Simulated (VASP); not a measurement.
# SnTe (Fm-3m) in VASP: notebook

Runs on SnTe. Level: PBE+D3(BJ). Tasks: single point, relaxation of cell and atoms.

All numbers are computed with VASP 6.6.1; they aren't measurements. Logs are shortened: lines on timing, memory, paths and dates and some standing lists are left out, and cuts for length are marked.

## Step 1: The cell of the first run

It takes space group Fm-3m (No. 225, cubic). The conventional cell has a = 6.309 Å, b = 6.309 Å, c = 6.309 Å, α = 90.00°, β = 90.00°, γ = 90.00°. Sn (site symmetry m-3m) has 6 Te at 3.15 Å within 4.2 Å. Te (site symmetry m-3m) has 6 Sn at 3.15 Å within 4.2 Å.

## Step 2: Single point, PBE+D3(BJ)

Input file INCAR:

```
ALGO = Normal ; EDIFF = 1E-6
ENCUT = 520 ; GGA = PE
ISIF = 2 ; ISMEAR = 0
IVDW = 12 ; LASPH = True
LCHARG = False ; LREAL = False
LWAVE = False ; NBANDS = 17
NELM = 80 ; PREC = Accurate
SIGMA = 0.01
```

Input file KPOINTS:

```
k-points
0
Gamma
  10 10 10
```

Input file POSCAR:

```
SnTe
1.0
    0.0000000000      3.1542574756      3.1542574756
    3.1542574756      0.0000000000      3.1542574756
    3.1542574756      3.1542574756      0.0000000000
Sn Te
1 1
Direct
    0.0000000000      0.0000000000      0.0000000000
    0.5000000000      0.5000000000      0.5000000000
```

Potentials or basis: VASP PAW PBE potentials, release 64 (Sn_d, Te).

Launch:

```sh
$ cat potpaw_PBE.64/Sn_d/POTCAR potpaw_PBE.64/Te/POTCAR > POTCAR
$ mpirun -np 1 vasp_std > vasp.out
```

OUTCAR:

```text
EDIFF = 1E-6
   ENCUT = 520
   GGA = PE
   ISIF = 2
   ISMEAR = 0
   IVDW = 12
   LASPH = True
   LREAL = False
   NELM = 80
   PREC = Accurate
 IVDW          = 12

 ion  position               nearest neighbor table
   1  0.000  0.000  0.000-   2 3.15   2 3.15   2 3.15   2 3.15   2 3.15   2 3.15
   2  0.500  0.500  0.500-   1 3.15   1 3.15   1 3.15   1 3.15   1 3.15   1 3.15

  LATTYP: Found a face centered cubic cell.
 ALAT       =     6.3085149512

  Lattice vectors:

 A1 = (   0.0000000000,   3.1542574756,   3.1542574756)
 A2 = (   3.1542574756,   0.0000000000,   3.1542574756)
 A3 = (   3.1542574756,   3.1542574756,   0.0000000000)

Analysis of symmetry for initial positions (statically):
=====================================================================
 Subroutine PRICEL returns:
 Original cell was already a primitive cell.

 Routine SETGRP: Setting up the symmetry group for a
 face centered cubic supercell.

 Subroutine GETGRP returns: Found 48 space group operations
 (whereof 48 operations were pure point group operations)
 out of a pool of 48 trial point group operations.

The static configuration has the point symmetry O_h .

Analysis of symmetry for dynamics (positions and initial velocities):
=====================================================================
 Subroutine PRICEL returns:
 Original cell was already a primitive cell.

 Routine SETGRP: Setting up the symmetry group for a
 face centered cubic supercell.

 Subroutine GETGRP returns: Found 48 space group operations
 (whereof 48 operations were pure point group operations)
 out of a pool of 48 trial point group operations.

The dynamic configuration has the point symmetry O_h .

 Subroutine INISYM returns: Found 48 space group operations
 (whereof 48 operations are pure point group operations),
 and found     1 'primitive' translations

----------------------------------------------------------------------------------------

                                     Primitive cell

  volume of cell :      62.7656

  direct lattice vectors                    reciprocal lattice vectors
     0.000000000  3.154257476  3.154257476    -0.158515912  0.158515912  0.158515912
     3.154257476  0.000000000  3.154257476     0.158515912 -0.158515912  0.158515912
     3.154257476  3.154257476  0.000000000     0.158515912  0.158515912 -0.158515912

  length of vectors
     4.460793701  4.460793701  4.460793701     0.274557613  0.274557613  0.274557613

  position of ions in fractional coordinates (direct lattice)
     0.000000000  0.000000000  0.000000000
     0.500000000  0.500000000  0.500000000

  ion indices of the primitive-cell ions
   primitive index   ion index
                 1           1
                 2           2

----------------------------------------------------------------------------------------

 KPOINTS: k-points

Automatic generation of k-mesh.
 Grid dimensions read from file:
 generate k-points for:   10   10   10

 Generating k-lattice:

  Cartesian coordinates                     Fractional coordinates (reciprocal lattice)
    -0.015851591  0.015851591  0.015851591     0.100000000  0.000000000  0.000000000
     0.015851591 -0.015851591  0.015851591     0.000000000  0.100000000  0.000000000
     0.015851591  0.015851591 -0.015851591     0.000000000  0.000000000  0.100000000

  Length of vectors
     0.027455761  0.027455761  0.027455761

  Shift w.r.t. Gamma in fractional coordinates (k-lattice)
     0.000000000  0.000000000  0.000000000

 Subroutine IBZKPT returns following result:
 ===========================================

 Found     47 irreducible k-points:

 Following reciprocal coordinates:
            Coordinates               Weight
  0.000000  0.000000  0.000000      1.000000
  0.100000  0.000000  0.000000      8.000000
  0.200000  0.000000  0.000000      8.000000
  0.300000  0.000000  0.000000      8.000000
  0.400000  0.000000  0.000000      8.000000
  0.500000  0.000000  0.000000      4.000000
[... 16 lines left out ...]
  0.300000  0.300000  0.000000      6.000000
  0.400000  0.300000  0.000000     24.000000
 [... further k-points ...]
   k-points           NKPTS =     47   k-points in BZ     NKDIM =     47   number of bands    NBANDS=     17
   number of dos      NEDOS =    301   number of ions     NIONS =      2
   total plane-waves  NPLWV =  46656
   dimension x,y,z NGX =    36 NGY =   36 NGZ =   36
   dimension x,y,z NGXF=    72 NGYF=   72 NGZF=   72
   ions per type =               1   1
   NGX,Y,Z   is equivalent  to a cutoff of  13.42, 13.42, 13.42 a.u.
   NGXF,Y,Z  is equivalent  to a cutoff of  26.83, 26.83, 26.83 a.u.
 SYSTEM =  unknown system
   PREC   = accura    normal or accurate (medium, high low for compatibility)
   ISTART =      0    job   : 0-new  1-cont  2-samecut
   ICHARG =      2    charge: 1-file 2-atom 10-const
   ISPIN  =      1    spin polarized calculation?
   LNONCOLLINEAR =      F non collinear calculations
   LSORBIT =      F    spin-orbit coupling
   LASPH  =      T    aspherical Exc in radial PAW
   ENCUT  =  520.0 eV  38.22 Ry    6.18 a.u.   8.29  8.29  8.29*2*pi/ulx,y,z
   NELM   =     80;   NELMIN=  2; NELMDL= -5     # of ELM steps
   EDIFF  = 0.1E-05   stopping-criterion for ELM
   LREAL  =      F    real-space projection
   EDIFFG = 0.1E-04   stopping-criterion for IOM
   NSW    =      0    number of steps for IOM
   IBRION =     -1    ionic relax: 0-MD 1-quasi-New 2-CG
   NFREE  =      0    steps in history (QN), initial steepest desc. (CG)
   ISIF   =      2    stress and relaxation
   ISYM   =      2    0-nonsym 1-usesym 2-fastsym
   POTIM  = 0.5000    time-step for ionic-motion
   TEBEG  =    0.0;   TEEND  =   0.0 temperature during run
   PSTRESS=    0.0 pullay stress
   NELECT =      20.0000    total number of electrons
   NUPDOWN=      -1.0000    fix difference up-down
   EMIN   =  10.00;   EMAX   =-10.00  energy-range for DOS
   EFERMI =   0.00;   METHOD = LEGACY
   ISMEAR =     0;   SIGMA  =   0.01  broadening in eV -4-tet -1-fermi 0-gaus
   EFERMI_NEDOS =   21; number of points for ismear=-14 and -15
   IALGO  =     38    algorithm
   IMIX   =      4    mixing-type and parameters
     AMIX     =   0.40;   BMIX     =  1.00
     AMIX_MAG =   1.60;   BMIX_MAG =  1.00
  volume/ion in A,a.u.               =      31.38       211.78
  Fermi-wavevector in a.u.,A,eV,Ry     =   1.118178  2.113050 17.011670  1.250322
  Thomas-Fermi vector in A             =   2.254807
   LORBIT       =      0    0 simple, 1 ext, 2 COOP (PROOUT), +10 PAW based schemes
   GGA     = PE    functional components
   LHFCALC =     F    Hartree Fock is set to
   AEXX    =    0.0000 exact exchange contribution
   IVDW    =    12    specifies the selected vdW correction
   LEPSILON=     F    determine dielectric tensor
   LRPA    =     F    only Hartree local field effects (RPA)
 non-spin polarized calculation
 Gauss-broadening in eV      SIGMA  =   0.01
  energy-cutoff  :      520.00
  volume of cell :       62.77
 maximum number of plane-waves:      1709
 NGX is ok and might be reduce to    36
   NGX = 17   NGY = 17   NGZ = 17

 number of electron      19.9999999 magnetization

 Free energy of the ion-electron system (eV)
  ---------------------------------------------------
  ext. energy  EPLUGINS =         0.00000000
  ---------------------------------------------------
  free energy    TOTEN  =        -7.54531668 eV

  energy without entropy =       -7.54531668  energy(sigma->0) =       -7.54531668

 E-fermi :   6.9761     XC(G=0):  -9.4798

 val. band max:        6.9319719926   @ k =   0.5000   0.0000   0.0000
 cond. band min:       7.0177874263   @ k =   0.5000   0.0000   0.0000
 fundamental gap:      0.0858154337
 Fermi energy:         6.9760700405

 k-point     1 :       0.0000    0.0000    0.0000
  band No.  band energies     occupation
      1     -14.9836      2.00000
      2     -14.9836      2.00000
      3     -14.9780      2.00000
      4     -14.9780      2.00000
      5     -14.9780      2.00000
      6      -5.8632      2.00000
[... 9 lines left out ...]
     16      11.6734      0.00000
     17      13.7549      0.00000

 k-point     2 :       0.1000    0.0000    0.0000
  band No.  band energies     occupation
      1     -14.9840      2.00000
      2     -14.9840      2.00000
      3     -14.9779      2.00000
      4     -14.9775      2.00000
      5     -14.9775      2.00000
      6      -5.7790      2.00000
[... 9 lines left out ...]
     16      11.8822      0.00000
     17      14.4125      0.00000

 k-point     3 :       0.2000    0.0000    0.0000
  band No.  band energies     occupation
      1     -14.9852      2.00000
      2     -14.9852      2.00000
      3     -14.9775      2.00000
      4     -14.9758      2.00000
      5     -14.9758      2.00000
      6      -5.5357      2.00000
[... 9 lines left out ...]
     16      12.4627      0.00000
     17      15.8497      0.00000

 k-point     4 :       0.3000    0.0000    0.0000
  band No.  band energies     occupation
      1     -14.9868      2.00000
      2     -14.9868      2.00000
      3     -14.9770      2.00000
      4     -14.9736      2.00000
      5     -14.9736      2.00000
      6      -5.1695      2.00000
[... 9 lines left out ...]
     16      13.3766      0.00000
     17      17.6192      0.00000

 k-point     5 :       0.4000    0.0000    0.0000
  band No.  band energies     occupation
      1     -14.9882      2.00000
      2     -14.9882      2.00000
      3     -14.9766      2.00000
      4     -14.9718      2.00000
      5     -14.9718      2.00000
      6      -4.7797      2.00000
[... 9 lines left out ...]
     16      14.5790      0.00000
     17      16.8770      0.00000

 k-point     6 :       0.5000    0.0000    0.0000
  band No.  band energies     occupation
      1     -14.9888      2.00000
      2     -14.9888      2.00000
      3     -14.9765      2.00000
      4     -14.9711      2.00000
      5     -14.9711      2.00000
      6      -4.5899      2.00000
[... 9 lines left out ...]
     16      15.7542      0.00000
     17      15.7542      0.00000

 k-point     7 :       0.1000    0.1000    0.0000
  band No.  band energies     occupation
      1     -14.9850      2.00000
      2     -14.9832      2.00000
      3     -14.9784      2.00000
      4     -14.9771      2.00000
      5     -14.9771      2.00000
      6      -5.7511      2.00000
[... 9 lines left out ...]
     16      12.2429      0.00000
     17      13.8804      0.00000

 k-point     8 :       0.2000    0.1000    0.0000
  band No.  band energies     occupation
      1     -14.9866      2.00000
      2     -14.9834      2.00000
      3     -14.9784      2.00000
      4     -14.9759      2.00000
      5     -14.9755      2.00000
      6      -5.5612      2.00000
[... 9 lines left out ...]
     16      12.8876      0.00000
     17      14.6510      0.00000
[... 203 lines left out ...]
      1     -14.9925      2.00000
      2     -14.9851      2.00000
      3     -14.9767      2.00000
      4     -14.9719      2.00000
      5     -14.9701      2.00000
      6      -4.5064      2.00000
[... 9 lines left out ...]
     16      15.9171      0.00000
     17      16.5894      0.00000

 k-point    20 :      -0.4000    0.2000    0.0000
  band No.  band energies     occupation
      1     -14.9912      2.00000
      2     -14.9866      2.00000
      3     -14.9752      2.00000
      4     -14.9724      2.00000
      5     -14.9707      2.00000
      6      -4.4512      2.00000
[... 9 lines left out ...]
     16      14.5401      0.00000
     17      17.3711      0.00000

 k-point    21 :      -0.3000    0.2000    0.0000
  band No.  band energies     occupation
      1     -14.9890      2.00000
      2     -14.9874      2.00000
      3     -14.9752      2.00000
      4     -14.9726      2.00000
      5     -14.9724      2.00000
      6      -4.6954      2.00000
[... 9 lines left out ...]
     16      14.9388      0.00000
     17      16.2386      0.00000

 k-point    22 :      -0.2000    0.2000    0.0000
  band No.  band energies     occupation
      1     -14.9873      2.00000
      2     -14.9868      2.00000
      3     -14.9764      2.00000
      4     -14.9742      2.00000
      5     -14.9729      2.00000
      6      -5.0513      2.00000
[... 9 lines left out ...]
     16      15.0049      0.00000
     17      15.4196      0.00000

 k-point    23 :       0.3000    0.3000    0.0000
  band No.  band energies     occupation
      1     -14.9942      2.00000
      2     -14.9806      2.00000
      3     -14.9805      2.00000
      4     -14.9712      2.00000
      5     -14.9712      2.00000
      6      -4.9609      2.00000
[... 9 lines left out ...]
     16      15.4776      0.00000
     17      15.4798      0.00000

 k-point    24 :       0.4000    0.3000    0.0000
  band No.  band energies     occupation
      1     -14.9961      2.00000
      2     -14.9807      2.00000
      3     -14.9804      2.00000
      4     -14.9700      2.00000
      5     -14.9696      2.00000
      6      -4.6809      2.00000
[... 9 lines left out ...]
     16      16.1509      0.00000
     17      16.5582      0.00000

 [... further k-points ...]

------------------------ aborting loop because EDIFF is reached ----------------------------------------

 Edisp (eV)   -0.79914

 E8    (eV) :    -0.3766

  FORCE on cell =-STRESS in cart. coord.  units (eV):
  Direction    XX          YY          ZZ          XY          YZ          ZX
  --------------------------------------------------------------------------------------
  -------------------------------------------------------------------------------------
  Total      -0.02856    -0.02856    -0.02856     0.00000     0.00000    -0.00000
  in kB      -0.72905    -0.72905    -0.72905     0.00000     0.00000    -0.00000
  external pressure =       -0.73 kB  Pullay stress =        0.00 kB

 VOLUME and BASIS-vectors are now :
 -----------------------------------------------------------------------------
  energy-cutoff  :      520.00
  volume of cell :       62.77
      direct lattice vectors                 reciprocal lattice vectors
     0.000000000  3.154257476  3.154257476    -0.158515912  0.158515912  0.158515912
     3.154257476  0.000000000  3.154257476     0.158515912 -0.158515912  0.158515912
     3.154257476  3.154257476  0.000000000     0.158515912  0.158515912 -0.158515912

 POSITION                                       TOTAL-FORCE (eV/Angst)
 -----------------------------------------------------------------------------------
      0.00000      0.00000      0.00000         0.000000      0.000000     -0.000000
      3.15426      3.15426      3.15426         0.000000     -0.000000      0.000000
 -----------------------------------------------------------------------------------
    total drift:                               -0.000000      0.000000      0.000000

  FREE ENERGIE OF THE ION-ELECTRON SYSTEM (eV)
  ---------------------------------------------------
  free  energy   TOTEN  =        -8.3444526434 eV

  energy  without entropy=       -8.3444526434  energy(sigma->0) =       -8.34445264
```

Wall time 19 s (1 thread of Intel Xeon 6975P-C (Granite Rapids), shared host); peak memory 0.23 GiB.

What came out:

```
Free energy                : -8.3445 eV
Pressure                   : -0.1 GPa
Band gap on the k mesh     : 0.09 eV, direct
Dispersion energy per atom : -0.400 eV
```

Caveat: spin-orbit coupling is left out, which moves the levels of the heavy elements. A k mesh can miss the band edges.

## Step 3: Relaxation of cell and atoms, PBE+D3(BJ)

This run uses another cell than the first one, of 32.97 Å³/atom, 1.051 times its volume.

Input file INCAR:

```
ALGO = Normal
EDIFF = 1E-7
EDIFFG = -0.005
ENCUT = 600
GGA = PE
IBRION = 2
ISIF = 3
ISMEAR = 0
IVDW = 12
LASPH = True
LCHARG = False
LREAL = False
LWAVE = False
NELM = 60
NSW = 70
PREC = Accurate
SIGMA = 0.01
```

KPOINTS is that of step 2.

Input file POSCAR:

```
SnTe
1.0
    0.0000000000      3.2064870538      3.2064870538
    3.2064870538      0.0000000000      3.2064870538
    3.2064870538      3.2064870538      0.0000000000
Sn Te
1 1
Direct
    0.0000000000      0.0000000000      0.0000000000
    0.5000000000      0.5000000000      0.5000000000
```

Potentials or basis: VASP PAW PBE potentials, release 64 (Sn_d, Te).

Launch:

```sh
$ cat potpaw_PBE.64/Sn_d/POTCAR potpaw_PBE.64/Te/POTCAR > POTCAR
$ mpirun -np 1 vasp_std > vasp.out
```

Wall time 40 s (1 thread of Intel Xeon 6975P-C (Granite Rapids), shared host); peak memory 0.26 GiB.

Results (log left out):

* Free energy: -8.3447 eV
* Relaxed volume: 31.38 Å³/atom
* Relaxed cell: a = 4.461 Å, b = 4.461 Å, c = 4.461 Å, α = 60.00°, β = 60.00°, γ = 60.00°
* Space group after relaxing (to 0.05 Å): Fm-3m (No. 225)
* Energy gained by relaxing: 10.1 meV/atom
* Ionic steps: 3
* Pressure after relaxing: 0.0 GPa
* Band gap on the k mesh: 0.09 eV, direct
* Dispersion energy per atom: -0.400 eV

The path:
| step | energy change (eV) | largest force (eV/Å) | pressure (GPa) | volume (Å³) |
| --- | --- | --- | --- | --- |
| 1 | 0.0000 | 0.0000 | -1.90 | 65.94 |
| 2 | -0.0196 | 0.0000 | 0.37 | 62.28 |
| 3 | -0.0202 | 0.0000 | 0.01 | 62.76 |

Final structure:
```yaml
crystal:
  lattice:
    - [0.00000, 3.15415, 3.15415]
    - [3.15415, 0.00000, 3.15415]
    - [3.15415, 3.15415, 0.00000]
  atoms:
    - { symbol: Sn, position: [0.00000, 0.00000, 0.00000] }
    - { symbol: Te, position: [0.50000, 0.50000, 0.50000] }
```

Levels at points of the mesh, in eV from the valence-band top:
```csv
k point,band 7,band 8,band 9,band 10,band 11,band 12,band 13,band 14
"(0.00, 0.00, 0.00)",-4.70,-2.15,-2.15,-2.15,3.33,3.33,3.33,4.74
"(0.50, 0.00, 0.00)",-8.34,-1.82,-1.82,0.00,0.09,0.36,0.36,7.76
"(0.50, 0.50, 0.00)",-6.48,-5.57,-3.74,-3.74,2.17,4.90,4.90,6.35
```

Caveat: spin-orbit coupling is left out, which moves the levels of the heavy elements. A k mesh can miss the band edges.
